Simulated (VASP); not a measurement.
# Cu3O2 (I4/mmm) in VASP: further runs

Cu3O2 is run at these levels: LDA, RPBE; tasks: single point.

All numbers are computed with VASP 6.6.1; they aren't measurements. Logs are shortened: lines on timing, memory, paths and dates and some standing lists are left out, and cuts for length are marked.

### Step 1. The cell of the first run

The structure is tetragonal, space group I4/mmm (No. 139). Conventional cell: a = 4.046 Å, b = 4.046 Å, c = 7.347 Å, α = 90.00°, β = 90.00°, γ = 90.00°. Cu (site symmetry 4/mmm) has 4 O at 2.02 Å within 2.7 Å. Within 2.4 Å of Cu (site symmetry -4m2) lie 2 O at 1.84 Å. Within 2.4 Å of O (site symmetry mmm) lie 4 Cu at 1.84 to 2.02 Å.

### Step 2. Single point, LDA

INCAR reads:

```
SYSTEM = Cu3O2
PREC     = Accurate       ! precision mode
ENCUT    = 520            ! plane-wave cutoff, eV
EDIFF    = 1E-6           ! SCF threshold, eV
ISMEAR   = -1             ! smearing method
SIGMA    = 0.05           ! smearing width, eV
LREAL    = .False.        ! projectors in reciprocal space
LASPH    = .True.         ! aspherical terms in the spheres
NELM     = 100            ! most SCF steps
ALGO     = Normal         ! electronic algorithm
ISIF     = 2              ! what is computed and relaxed
LWAVE    = .False.        ! write WAVECAR
LCHARG   = .False.        ! write CHGCAR
GGA      = CA             ! functional
NBANDS   = 30             ! bands
```

KPOINTS reads:

```
regular mesh
0
Gamma
  9 9 9
  0 0 0
```

POSCAR reads:

```
Cu3O2
1.0
   -2.0229820000      2.0229820000      3.6736170000
    2.0229820000     -2.0229820000      3.6736170000
    2.0229820000      2.0229820000     -3.6736170000
Cu O
3 2
Direct
    0.0000000000      0.0000000000      0.0000000000
    0.7500000000      0.2500000000      0.5000000000
    0.2500000000      0.7500000000      0.5000000000
    0.5000000000      0.0000000000      0.5000000000
    0.0000000000      0.5000000000      0.5000000000
```

Potentials or basis: VASP PAW LDA potentials, release 64 (Cu, O).

The run is started by

```console
$ cat potpaw_LDA.64/Cu/POTCAR potpaw_LDA.64/O/POTCAR > POTCAR
$ mpirun -np 1 vasp_std > vasp.out
```

OUTCAR:

```text
SYSTEM = Cu3O2
   PREC = Accurate
   ENCUT = 520
   EDIFF = 1E-6
   ISMEAR = -1
   LREAL = .False.
   LASPH = .True.
   NELM = 100
   ISIF = 2
   GGA = CA

 ion  position               nearest neighbor table
   1  0.000  0.000  0.000-   4 2.02   5 2.02   5 2.02   4 2.02   2 2.73   3 2.73   2 2.73   3 2.73
                             2 2.73   2 2.73   3 2.73   3 2.73
   2  0.750  0.250  0.500-   4 1.84   5 1.84   1 2.73   1 2.73   1 2.73   1 2.73
   3  0.250  0.750  0.500-   4 1.84   5 1.84   1 2.73   1 2.73   1 2.73   1 2.73
   4  0.500  0.000  0.500-   2 1.84   3 1.84   1 2.02   1 2.02
   5  0.000  0.500  0.500-   2 1.84   3 1.84   1 2.02   1 2.02

  LATTYP: Found a body centered tetragonal cell.
 ALAT       =     4.0459640000
 C/A-ratio  =     1.8159415160

  Lattice vectors:

 A1 = (  -2.0229820000,   2.0229820000,   3.6736170000)
 A2 = (   2.0229820000,  -2.0229820000,   3.6736170000)
 A3 = (   2.0229820000,   2.0229820000,  -3.6736170000)

Analysis of symmetry for initial positions (statically):
=====================================================================
 Subroutine PRICEL returns:
 Original cell was already a primitive cell.

 Routine SETGRP: Setting up the symmetry group for a
 body centered tetragonal supercell.

 Subroutine GETGRP returns: Found 16 space group operations
 (whereof 16 operations were pure point group operations)
 out of a pool of 16 trial point group operations.

The static configuration has the point symmetry D_4h.

Analysis of symmetry for dynamics (positions and initial velocities):
=====================================================================
 Subroutine PRICEL returns:
 Original cell was already a primitive cell.

 Routine SETGRP: Setting up the symmetry group for a
 body centered tetragonal supercell.

 Subroutine GETGRP returns: Found 16 space group operations
 (whereof 16 operations were pure point group operations)
 out of a pool of 16 trial point group operations.

The dynamic configuration has the point symmetry D_4h.

 Subroutine INISYM returns: Found 16 space group operations
 (whereof 16 operations are pure point group operations),
 and found     1 'primitive' translations

----------------------------------------------------------------------------------------

                                     Primitive cell
[... 95 lines left out ...]
   ENCUT  =  520.0 eV  38.22 Ry    6.18 a.u.   8.66  8.66  8.66*2*pi/ulx,y,z
   NELM   =    100;   NELMIN=  2; NELMDL= -5     # of ELM steps
   EDIFF  = 0.1E-05   stopping-criterion for ELM
   LREAL  =      F    real-space projection
   EDIFFG = 0.1E-04   stopping-criterion for IOM
   NSW    =      0    number of steps for IOM
   IBRION =     -1    ionic relax: 0-MD 1-quasi-New 2-CG
   NFREE  =      0    steps in history (QN), initial steepest desc. (CG)
   ISIF   =      2    stress and relaxation
   ISYM   =      2    0-nonsym 1-usesym 2-fastsym
   POTIM  = 0.5000    time-step for ionic-motion
   TEBEG  =    0.0;   TEEND  =   0.0 temperature during run
   PSTRESS=    0.0 pullay stress
   NELECT =      45.0000    total number of electrons
   NUPDOWN=      -1.0000    fix difference up-down
   EMIN   =  10.00;   EMAX   =-10.00  energy-range for DOS
   EFERMI =   0.00;   METHOD = LEGACY
   ISMEAR =    -1;   SIGMA  =   0.05  broadening in eV -4-tet -1-fermi 0-gaus
   EFERMI_NEDOS =   21; number of points for ismear=-14 and -15
   IALGO  =     38    algorithm
   IMIX   =      4    mixing-type and parameters
     AMIX     =   0.40;   BMIX     =  1.00
     AMIX_MAG =   1.60;   BMIX_MAG =  1.00
  volume/ion in A,a.u.               =      12.03        81.16
  Fermi-wavevector in a.u.,A,eV,Ry     =   1.486277  2.808656 30.055525  2.209019
  Thomas-Fermi vector in A             =   2.599583
   LORBIT       =      0    0 simple, 1 ext, 2 COOP (PROOUT), +10 PAW based schemes
   GGA     = CA    functional components
   LHFCALC =     F    Hartree Fock is set to
   AEXX    =    0.0000 exact exchange contribution
   IVDW    =     0    specifies the selected vdW correction
   LEPSILON=     F    determine dielectric tensor
   LRPA    =     F    only Hartree local field effects (RPA)
 non-spin polarized calculation
  energy-cutoff  :      520.00
  volume of cell :       60.14
 maximum number of plane-waves:      1661
   NGX = 17   NGY = 17   NGZ = 17

 number of electron      45.0000017 magnetization

 Free energy of the ion-electron system (eV)
  ---------------------------------------------------
  ext. energy  EPLUGINS =         0.00000000
  ---------------------------------------------------
  free energy    TOTEN  =       -27.07997365 eV

  energy without entropy =      -27.06307726  energy(sigma->0) =      -27.07152546

 E-fermi :   4.0342     XC(G=0): -11.6609

 val. band max:        4.0276875721   @ k =  -0.3333   0.4444   0.2222
 cond. band min:       4.0557182587   @ k =  -0.3333  -0.3333   0.1111
 fundamental gap:      0.0280306866
 Fermi energy:         4.0342453590

 k-point     1 :       0.0000    0.0000    0.0000
  band No.  band energies     occupation
      1     -14.7775      2.00000
      2     -13.4916      2.00000
      3      -2.5579      2.00000
      4      -1.5183      2.00000
      5      -1.5183      2.00000
      6      -0.9546      2.00000
[... 781 lines left out ...]
     29      14.5777      0.00000
     30      14.8395      0.00000

 [... further k-points ...]

------------------------ aborting loop because EDIFF is reached ----------------------------------------

  FORCE on cell =-STRESS in cart. coord.  units (eV):
  Direction    XX          YY          ZZ          XY          YZ          ZX
  --------------------------------------------------------------------------------------
  -------------------------------------------------------------------------------------
  Total       -3.1818928     -3.1818928     -5.7994302      0.0000000     -0.0000000      0.0000000
  in kB      -84.7731302    -84.7731302   -154.5105031      0.0000000     -0.0000000      0.0000000
  external PRESSURE =    -108.0189211 kB  Pullay stress =       0.0000000 kB

 VOLUME and BASIS-vectors are now :
 -----------------------------------------------------------------------------
  energy-cutoff  :      520.00
  volume of cell :       60.14
      direct lattice vectors                 reciprocal lattice vectors
    -2.022982000  2.022982000  3.673617000     0.000000000  0.247159886  0.136105642
     2.022982000 -2.022982000  3.673617000     0.247159886  0.000000000  0.136105642
     2.022982000  2.022982000 -3.673617000     0.247159886  0.247159886  0.000000000

 POSITION                                       TOTAL-FORCE (eV/Angst)
 -----------------------------------------------------------------------------------
      0.00000      0.00000      0.00000        -0.000000     -0.000000     -0.000000
      0.00000      2.02298      1.83681        -0.000000     -0.000000      0.000000
      2.02298      0.00000      1.83681         0.000000      0.000000      0.000000
      0.00000      2.02298      0.00000        -0.000000     -0.000000     -0.000000
      2.02298      0.00000      0.00000        -0.000000     -0.000000     -0.000000
 -----------------------------------------------------------------------------------
    total drift:                                0.000000      0.000000      0.000000

  FREE ENERGIE OF THE ION-ELECTRON SYSTEM (eV)
  ---------------------------------------------------
  free  energy   TOTEN  =       -27.0799736475 eV

  energy  without entropy=      -27.0630772630  energy(sigma->0) =      -27.07152546
```

OSZICAR:

```text
N       E                     dE             d eps       ncg     rms          rms(c)
DAV:   1     0.432147261834E+03    0.43215E+03   -0.20774E+04  4660   0.235E+03
DAV:   2     0.356753447657E+02   -0.39647E+03   -0.37328E+03  4548   0.442E+02
DAV:   3    -0.306456709005E+02   -0.66321E+02   -0.62669E+02  5998   0.206E+02
DAV:   4    -0.342227532518E+02   -0.35771E+01   -0.35444E+01  6558   0.527E+01
DAV:   5    -0.342571187028E+02   -0.34365E-01   -0.34352E-01  6236   0.588E+00    0.192E+01
DAV:   6    -0.314414112186E+02    0.28157E+01   -0.58110E+01  6402   0.169E+02    0.148E+01
DAV:   7    -0.270338656216E+02    0.44075E+01   -0.17139E+01  5676   0.118E+02    0.319E+00
DAV:   8    -0.271922353658E+02   -0.15837E+00   -0.25834E+00  6648   0.161E+01    0.210E+00
DAV:   9    -0.271236897801E+02    0.68546E-01   -0.19973E-01  6704   0.170E+01    0.170E+00
DAV:  10    -0.270930859897E+02    0.30604E-01   -0.18081E-01  7240   0.142E+01    0.826E-01
DAV:  11    -0.270868619515E+02    0.62240E-02   -0.27534E-02  7004   0.293E+00    0.697E-01
DAV:  12    -0.270801863074E+02    0.66756E-02   -0.20104E-02  6954   0.140E+00    0.160E-01
DAV:  13    -0.270801643507E+02    0.21957E-04   -0.14127E-03  6132   0.437E-01    0.121E-01
DAV:  14    -0.270799754010E+02    0.18895E-03   -0.54188E-04  7372   0.335E-01    0.190E-02
DAV:  15    -0.270799734480E+02    0.19530E-05   -0.60816E-05  6364   0.971E-02    0.345E-03
DAV:  16    -0.270799736475E+02   -0.19944E-06   -0.37536E-06  4710   0.349E-02
   1 F= -.27079974E+02 E0= -.27071525E+02  d E =-.168964E-01
```

stdout:

```text
POSCAR found type information on POSCAR CuO
 POSCAR found :  2 types and       5 ions
 scaLAPACK will be used
 LDA part: xc-table for (Slater(with rela. corr.)+CA(PZ))
 , standard interpolation
 POSCAR, INCAR and KPOINTS ok, starting setup
 FFT: planning ... GRIDC
 FFT: planning ... GRID_SOFT
 FFT: planning ... GRID
 WAVECAR not read
 entering main loop
```

Wall time 2.3 min (1 thread of AMD EPYC 9R14 (Zen 4), shared host); peak memory 0.21 GiB.

What came out:

```
Free energy : -27.0800 eV
Pressure    : -10.8 GPa
```

Stress tensor (GPa, compression positive):
```
 -8.48   0.00   0.00
  0.00  -8.48   0.00
  0.00   0.00 -15.45
```

Levels at points of the mesh, in eV from the Fermi level:
```csv
k point,band 19,band 20,band 21,band 22,band 23,band 24,band 25,band 26,band 27,band 28
"(0.00, 0.00, 0.00)",-1.64,-1.47,-0.75,-0.75,0.38,0.49,5.16,5.16,6.82,7.28
```

Caveat: an odd number of electrons without spin polarisation forces a metal; a magnetic or distorted state may lie lower.

### Step 3. Single point, RPBE

INCAR reads:

```
PREC = Accurate
ENCUT = 520
EDIFF = 1E-6
ISMEAR = -1
SIGMA = 0.05
LREAL = False
LASPH = True
NELM = 100
ALGO = Normal
ISIF = 2
LWAVE = False
LCHARG = True
GGA = RP
LELF = True
LVHAR = True
NBANDS = 30
```

KPOINTS reads:

```
Automatic mesh
0
Gamma
  9 9 9
```

POSCAR is that of step 2.

Potentials or basis: VASP PAW PBE potentials, release 64 (Cu, O).

The run is started by

```console
$ cat potpaw_PBE.64/Cu/POTCAR potpaw_PBE.64/O/POTCAR > POTCAR
$ mpirun -np 1 vasp_std > vasp.out
```

OUTCAR:

```text
PREC = Accurate
   ENCUT = 520
   EDIFF = 1E-6
   ISMEAR = -1
   LREAL = False
   LASPH = True
   NELM = 100
   ISIF = 2
   GGA = RP

 ion  position               nearest neighbor table
   1  0.000  0.000  0.000-   4 2.02   5 2.02   5 2.02   4 2.02   2 2.73   3 2.73   2 2.73   3 2.73
                             2 2.73   2 2.73   3 2.73   3 2.73
   2  0.750  0.250  0.500-   4 1.84   5 1.84   1 2.73   1 2.73   1 2.73   1 2.73
   3  0.250  0.750  0.500-   4 1.84   5 1.84   1 2.73   1 2.73   1 2.73   1 2.73
   4  0.500  0.000  0.500-   2 1.84   3 1.84   1 2.02   1 2.02
   5  0.000  0.500  0.500-   2 1.84   3 1.84   1 2.02   1 2.02

  LATTYP: Found a body centered tetragonal cell.
 ALAT       =     4.0459640000
 C/A-ratio  =     1.8159415160

  Lattice vectors:

 A1 = (  -2.0229820000,   2.0229820000,   3.6736170000)
 A2 = (   2.0229820000,  -2.0229820000,   3.6736170000)
 A3 = (   2.0229820000,   2.0229820000,  -3.6736170000)

Analysis of symmetry for initial positions (statically):
=====================================================================
 Subroutine PRICEL returns:
 Original cell was already a primitive cell.

 Routine SETGRP: Setting up the symmetry group for a
 body centered tetragonal supercell.

 Subroutine GETGRP returns: Found 16 space group operations
 (whereof 16 operations were pure point group operations)
 out of a pool of 16 trial point group operations.

The static configuration has the point symmetry D_4h.

Analysis of symmetry for dynamics (positions and initial velocities):
=====================================================================
 Subroutine PRICEL returns:
 Original cell was already a primitive cell.

 Routine SETGRP: Setting up the symmetry group for a
 body centered tetragonal supercell.

 Subroutine GETGRP returns: Found 16 space group operations
 (whereof 16 operations were pure point group operations)
 out of a pool of 16 trial point group operations.

[... 124 lines left out ...]
   IMIX   =      4    mixing-type and parameters
     AMIX     =   0.40;   BMIX     =  1.00
     AMIX_MAG =   1.60;   BMIX_MAG =  1.00
  volume/ion in A,a.u.               =      12.03        81.16
  Fermi-wavevector in a.u.,A,eV,Ry     =   1.486277  2.808656 30.055525  2.209019
  Thomas-Fermi vector in A             =   2.599583
   LORBIT       =      0    0 simple, 1 ext, 2 COOP (PROOUT), +10 PAW based schemes
   GGA     = RP    functional components
   LHFCALC =     F    Hartree Fock is set to
   AEXX    =    0.0000 exact exchange contribution
   IVDW    =     0    specifies the selected vdW correction
   LEPSILON=     F    determine dielectric tensor
   LRPA    =     F    only Hartree local field effects (RPA)
 non-spin polarized calculation
  energy-cutoff  :      520.00
  volume of cell :       60.14
 maximum number of plane-waves:      1661
   NGX = 17   NGY = 17   NGZ = 17

 number of electron      45.0000018 magnetization

 Free energy of the ion-electron system (eV)
  ---------------------------------------------------
  ext. energy  EPLUGINS =         0.00000000
  ---------------------------------------------------
  free energy    TOTEN  =       -20.53342688 eV

  energy without entropy =      -20.51706117  energy(sigma->0) =      -20.52524402

 E-fermi :   4.5439     XC(G=0): -10.9543

 val. band max:        4.5348072564   @ k =  -0.2222   0.1111   0.0000
 cond. band min:       4.5484541857   @ k =  -0.3333  -0.3333   0.1111
 fundamental gap:      0.0136469293
 Fermi energy:         4.5439480498

 k-point     1 :       0.0000    0.0000    0.0000
  band No.  band energies     occupation
      1     -14.6763      2.00000
      2     -13.4786      2.00000
      3      -1.9751      2.00000
      4      -0.9737      2.00000
      5      -0.9737      2.00000
      6      -0.4106      2.00000
[... 781 lines left out ...]
     29      15.2718      0.00000
     30      15.5320      0.00000

 [... further k-points ...]

------------------------ aborting loop because EDIFF is reached ----------------------------------------

  FORCE on cell =-STRESS in cart. coord.  units (eV):
  Direction    XX          YY          ZZ          XY          YZ          ZX
  --------------------------------------------------------------------------------------
  -------------------------------------------------------------------------------------
  Total        1.9366716      1.9366716      3.0596871      0.0000000     -0.0000000      0.0000000
  in kB       51.5975001     51.5975001     81.5172821      0.0000000     -0.0000000      0.0000000
  external PRESSURE =      61.5707608 kB  Pullay stress =       0.0000000 kB

 VOLUME and BASIS-vectors are now :
 -----------------------------------------------------------------------------
  energy-cutoff  :      520.00
  volume of cell :       60.14
      direct lattice vectors                 reciprocal lattice vectors
    -2.022982000  2.022982000  3.673617000     0.000000000  0.247159886  0.136105642
     2.022982000 -2.022982000  3.673617000     0.247159886  0.000000000  0.136105642
     2.022982000  2.022982000 -3.673617000     0.247159886  0.247159886  0.000000000

 POSITION                                       TOTAL-FORCE (eV/Angst)
 -----------------------------------------------------------------------------------
      0.00000      0.00000      0.00000         0.000000      0.000000     -0.000000
      0.00000      2.02298      1.83681        -0.000000      0.000000      0.000000
      2.02298      0.00000      1.83681         0.000000     -0.000000     -0.000000
      0.00000      2.02298      0.00000         0.000000      0.000000     -0.000000
      2.02298      0.00000      0.00000         0.000000      0.000000     -0.000000
 -----------------------------------------------------------------------------------
    total drift:                                0.000000      0.000000      0.000000

  FREE ENERGIE OF THE ION-ELECTRON SYSTEM (eV)
  ---------------------------------------------------
  free  energy   TOTEN  =       -20.5334268776 eV

  energy  without entropy=      -20.5170611663  energy(sigma->0) =      -20.52524402
```

stdout:

```text
POSCAR found type information on POSCAR CuO
 POSCAR found :  2 types and       5 ions
 scaLAPACK will be used
 -----------------------------------------------------------------------------
|                                                                             |
|                                                                             |
|     You enforced a specific xc type in the INCAR file but a different       |
|     I HOPE YOU KNOW WHAT YOU ARE DOING!                                     |
|                                                                             |
 -----------------------------------------------------------------------------

 LDA part: xc-table for (Slater+PW92), standard interpolation
 POSCAR, INCAR and KPOINTS ok, starting setup
 FFT: planning ... GRIDC
 FFT: planning ... GRID_SOFT
 FFT: planning ... GRID
 WAVECAR not read
 entering main loop
```

Wall time 2.4 min (1 thread of AMD EPYC 9R14 (Zen 4), shared host); peak memory 0.24 GiB.

Results:

```
Free energy : -20.5334 eV
Pressure    : 6.2 GPa
```

Stress tensor (GPa, compression positive):
```
5.16 0.00 0.00
0.00 5.16 0.00
0.00 0.00 8.15
```

Caveat: the PAW data sets were made with another functional, which shifts forces and pressure a little; an odd number of electrons without spin polarisation forces a metal; a magnetic or distorted state may lie lower.
